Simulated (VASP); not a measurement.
A run of VASP 6.6.1 is set up as follows.

Contents of INCAR:

```
SYSTEM = RbBr
PREC = Accurate
ENCUT = 500
EDIFF = 1E-6
ISMEAR = 0
SIGMA = 0.01
LREAL = .False.
LASPH = .True.
NELM = 120
ALGO = Normal
ISIF = 2
LWAVE = .False.
LCHARG = .False.
GGA = PE
NBANDS = 15
GGA_COMPAT = .False.
```

Contents of KPOINTS:

```
Automatic mesh
0
Gamma
  4 4 4
  0 0 0
```

File POSCAR:

```
RbBr
1.0
    0.0000000000      3.5178035498      3.5178035498
    3.5178035498      0.0000000000      3.5178035498
    3.5178035498      3.5178035498      0.0000000000
Rb Br
1 1
Direct
    0.0000000000      0.0000000000      0.0000000000
    0.5000000000      0.5000000000      0.5000000000
```

Potentials or basis: VASP PAW PBE potentials, release 64 (Rb_sv, Br).

The run is started by

```bash
$ cat potpaw_PBE.64/Rb_sv/POTCAR potpaw_PBE.64/Br/POTCAR > POTCAR
$ mpirun -np 1 vasp_std > vasp.out
```

Estimate the pressure.

-0.1 GPa.

Estimate the band gap on the k mesh.

4.17 eV, direct.
